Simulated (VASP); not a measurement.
Input of a VASP 6.6.1 run:

INCAR

```
SYSTEM = NbTe
ALGO = Normal
EDIFF = 1E-6
ENCUT = 520
GGA = PE
ISIF = 2
ISMEAR = -1
LASPH = .True.
LCHARG = .False.
LREAL = .False.
LWAVE = .False.
NBANDS = 16
NELM = 100
PREC = Accurate
SIGMA = 0.05
```

KPOINTS

```
k-points
0
Gamma
  9 9 8
  0 0 0
```

The input POSCAR:

```
NbTe
1.0
    3.7517029302      0.0000000000      0.0000000000
   -1.8758514651      3.2490704973      0.0000000000
    0.0000000000      0.0000000000      3.7428246143
Nb Te
1 1
Direct
    0.0000000000      0.0000000000      0.5000000000
    0.6666666667      0.3333333333      0.0000000000
```

Potentials or basis: VASP PAW PBE potentials, release 64 (Nb_sv, Te).

The run is started by

```sh
$ cat potpaw_PBE.64/Nb_sv/POTCAR potpaw_PBE.64/Te/POTCAR > POTCAR
$ mpirun -np 1 vasp_std > vasp.out
```

Question: What does it give for the pressure?

Answer: -5.0 GPa.

Stress tensor (GPa, compression positive):
```
-4.80  0.00  0.00
 0.00 -4.80  0.00
 0.00  0.00 -5.44
```
